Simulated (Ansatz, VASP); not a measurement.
**One calculation of Rh, two programs**

```xyz
2
Lattice="2.6869 0.0000 0.0000 -1.3435 2.3269 0.0000 0.0000 0.0000 4.5749" Properties=species:S:1:pos:R:3 pbc="T T T"
Rh    1.3435    0.7756    3.4312
Rh    0.0000    1.5513    1.1437
```

Alike in both runs: task single point; functional PBEsol; k mesh 24 × 24 × 12; occupations gaussian, width 0.15 eV; no spin polarisation.

```csv
,VASP,Ansatz
version,VASP 6.6.1,Ansatz 0.2.0
potentials or method,"VASP PAW PBE potentials, release 64 (Rh_pv), cutoff 520 eV","scalar-relativistic, plane waves, PAW"
valence electrons in the cell,30,34
```

```csv
,VASP,Ansatz,Ansatz less VASP
gap on the k mesh at the Fermi level (eV),none,none,-
pressure (GPa),-13.1,-13.1,+0.02
"traceless stress, the component that is largest in VASP (GPa)",-8.42,-8.42,+0.003
```

VASP's potentials were made for PBE, not for PBEsol. A gap of «none» marks a metal or a gap that the smearing closes. VASP's potentials hold 30 valence electrons a cell and Ansatz's 34, so a difference there can come from the potentials and not from the codes.
